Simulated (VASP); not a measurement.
# NaCl (Imm2) in VASP: further runs, part 3 of 3

VASP 6.6.1.

### 6 Single point, PBE (all Cl atoms moved +0.188 Å, as atom 2 along Cartesian [1 -1 0])

INCAR reads:

```
SYSTEM = NaCl
ALGO     = Normal         ! electronic algorithm
EDIFF    = 1E-6           ! SCF threshold, eV
ENCUT    = 520            ! plane-wave cutoff, eV
GGA      = PE             ! functional
ISIF     = 2              ! what is computed and relaxed
ISMEAR   = 0              ! smearing method
LASPH    = .True.         ! aspherical terms in the spheres
LCHARG   = .False.        ! write CHGCAR
LREAL    = .False.        ! projectors in reciprocal space
LWAVE    = .False.        ! write WAVECAR
NBANDS   = 14             ! bands
NELM     = 80             ! most SCF steps
PREC     = Accurate       ! precision mode
SIGMA    = 0.05           ! smearing width, eV
```

KPOINTS reads:

```
k-points
0
Gamma
  8 8 8
  0 0 0
```

POSCAR reads:

```
NaCl
1.0
    0.0000000000      2.8317500000      2.8317500000
    2.8317500000      0.0000000000      2.8317500000
    2.8317500000      2.8317500000      0.0000000000
Na Cl
1 1
Direct
    0.0000000000      0.0000000000      0.0000000000
    0.4531800048      0.5468199952      0.5000000000
```

Potentials or basis: VASP PAW PBE potentials, release 64 (Na_pv, Cl).

Launch:

```bash
$ cat potpaw_PBE.64/Na_pv/POTCAR potpaw_PBE.64/Cl/POTCAR > POTCAR
$ mpirun -np 1 vasp_std > vasp.out
```

OUTCAR:

```text
SYSTEM = NaCl
   EDIFF = 1E-6
   ENCUT = 520
   GGA = PE
   ISIF = 2
   ISMEAR = 0
   LASPH = .True.
   LREAL = .False.
   NELM = 80
   PREC = Accurate

 ion  position               nearest neighbor table
   1  0.000  0.000  0.000-   2 2.70   2 2.70
   2  0.453  0.547  0.500-   1 2.70   1 2.70

  LATTYP: Found a face centered cubic cell.
 ALAT       =     5.6635000000

  Lattice vectors:

 A1 = (   0.0000000000,   2.8317500000,   2.8317500000)
 A2 = (   2.8317500000,   0.0000000000,   2.8317500000)
[... 594 lines left out ...]
------------------------ aborting loop because EDIFF is reached ----------------------------------------

  FORCE on cell =-STRESS in cart. coord.  units (eV):
  Direction    XX          YY          ZZ          XY          YZ          ZX
  --------------------------------------------------------------------------------------
  -------------------------------------------------------------------------------------
  Total        0.2814480      0.2814480      0.0917912      0.0413613      0.0000000      0.0000000
  in kB        9.9291953      9.9291953      3.2382972      1.4591854      0.0000000      0.0000000
  external PRESSURE =       7.6988960 kB  Pullay stress =       0.0000000 kB

 VOLUME and BASIS-vectors are now :
 -----------------------------------------------------------------------------
  energy-cutoff  :      520.00
  volume of cell :       45.41
      direct lattice vectors                 reciprocal lattice vectors
     0.000000000  2.831750000  2.831750000    -0.176569259  0.176569259  0.176569259
     2.831750000  0.000000000  2.831750000     0.176569259 -0.176569259  0.176569259
     2.831750000  2.831750000  0.000000000     0.176569259  0.176569259 -0.176569259

 POSITION                                       TOTAL-FORCE (eV/Angst)
 -----------------------------------------------------------------------------------
      0.00000      0.00000      0.00000         0.178406     -0.178406      0.000000
      2.96433      2.69917      2.83175        -0.178406      0.178406      0.000000
 -----------------------------------------------------------------------------------
    total drift:                                0.000162     -0.000162     -0.000000

  FREE ENERGIE OF THE ION-ELECTRON SYSTEM (eV)
  ---------------------------------------------------
  free  energy   TOTEN  =        -6.7536071000 eV

  energy  without entropy=       -6.7536071000  energy(sigma->0) =       -6.75360710
```

OSZICAR:

```text
N       E                     dE             d eps       ncg     rms          rms(c)
DAV:   1     0.102310927058E+03    0.10231E+03   -0.70881E+03  2672   0.100E+03
DAV:   2     0.154918121540E+01   -0.10076E+03   -0.92654E+02  2910   0.274E+02
DAV:   3    -0.682215594365E+01   -0.83713E+01   -0.83217E+01  3452   0.725E+01
DAV:   4    -0.695599266421E+01   -0.13384E+00   -0.13377E+00  3200   0.100E+01
DAV:   5    -0.695891952637E+01   -0.29269E-02   -0.29267E-02  3428   0.150E+00    0.217E+00
DAV:   6    -0.675972666686E+01    0.19919E+00   -0.33380E-01  3368   0.332E+00    0.161E+00
DAV:   7    -0.674769884902E+01    0.12028E-01   -0.84716E-02  3552   0.167E+00    0.110E+00
DAV:   8    -0.675360733046E+01   -0.59085E-02   -0.10131E-02  2972   0.855E-01    0.294E-01
DAV:   9    -0.675348607221E+01    0.12126E-03   -0.23923E-04  3446   0.118E-01    0.155E-01
DAV:  10    -0.675361889124E+01   -0.13282E-03   -0.34422E-04  3050   0.142E-01    0.677E-02
DAV:  11    -0.675360711713E+01    0.11774E-04   -0.20649E-05  3548   0.420E-02    0.148E-02
DAV:  12    -0.675360709996E+01    0.17169E-07   -0.21040E-06  3224   0.126E-02
   1 F= -.67536071E+01 E0= -.67536071E+01  d E =-.311303E-14
```

stdout:

```text
POSCAR found type information on POSCAR NaCl
 POSCAR found :  2 types and       2 ions
 scaLAPACK will be used
 LDA part: xc-table for (Slater+PW92), standard interpolation
 POSCAR, INCAR and KPOINTS ok, starting setup
 FFT: planning ... GRIDC
 FFT: planning ... GRID_SOFT
 FFT: planning ... GRID
 WAVECAR not read
 entering main loop
```

Run time: 58 s. Hardware: 1 thread of Intel Xeon 8259CL, shared host; peak memory 0.19 GiB.

What came out:

* Free energy: -6.7536 eV
* Pressure: 0.8 GPa
* Largest force: 0.252 eV/Å
* Band gap on the k mesh: 5.06 eV

Forces on the atoms (eV/Å):
```
Na   0.178 -0.178  0.000
Cl  -0.178  0.178  0.000
```

Levels at points of the mesh, in eV from the valence-band top:
```csv
k point,band 3,band 4,band 5,band 6,band 7,band 8,band 9,band 10,band 11,band 12
"(0.00, 0.00, 0.00)",-20.83,-12.63,-0.02,0.00,0.00,5.06,11.10,11.12,11.15,13.28
"(0.50, 0.00, 0.00)",-20.83,-12.31,-1.88,-0.27,-0.25,7.27,10.46,10.95,11.01,14.88
"(0.00, 0.00, 0.50)",-20.83,-12.31,-1.89,-0.26,-0.25,7.25,10.39,10.95,11.10,14.83
"(0.50, 0.50, 0.00)",-20.83,-12.26,-1.62,-0.59,-0.58,7.49,8.11,11.24,14.61,14.73
"(0.00, 0.50, 0.50)",-20.83,-12.26,-1.62,-0.58,-0.58,7.49,8.10,11.24,14.67,14.68
```

Caveat: the cell differs from its parent crystal (all Cl atoms moved +0.188 Å, as atom 2 along Cartesian [1 -1 0]).

### 7 Summary

| cell | gap on the mesh (eV) | pressure (GPa) | largest force (eV/Å) |
| --- | --- | --- | --- |
| as given, atomic positions A | 5.07 | 1.4 | 0.43 |
| as given, atomic positions B | 5.07 | 0.9 | 0.31 |
| as given, atomic positions C | 5.06 | 0.6 | 0.20 |
| as given, atomic positions D | 5.07 | 1.1 | 0.37 |
| as given, atomic positions E | 5.06 | 0.8 | 0.25 |

Alike in all rows: task single point; level PBE; potentials or basis VASP PAW PBE potentials, release 64 (Na_pv, Cl); no spin polarisation; k mesh 8 × 8 × 8; cutoff (eV) 520; smearing gaussian 0.05 eV.

Total energies depend on the potentials used, so only differences within one code and one set of settings carry meaning.
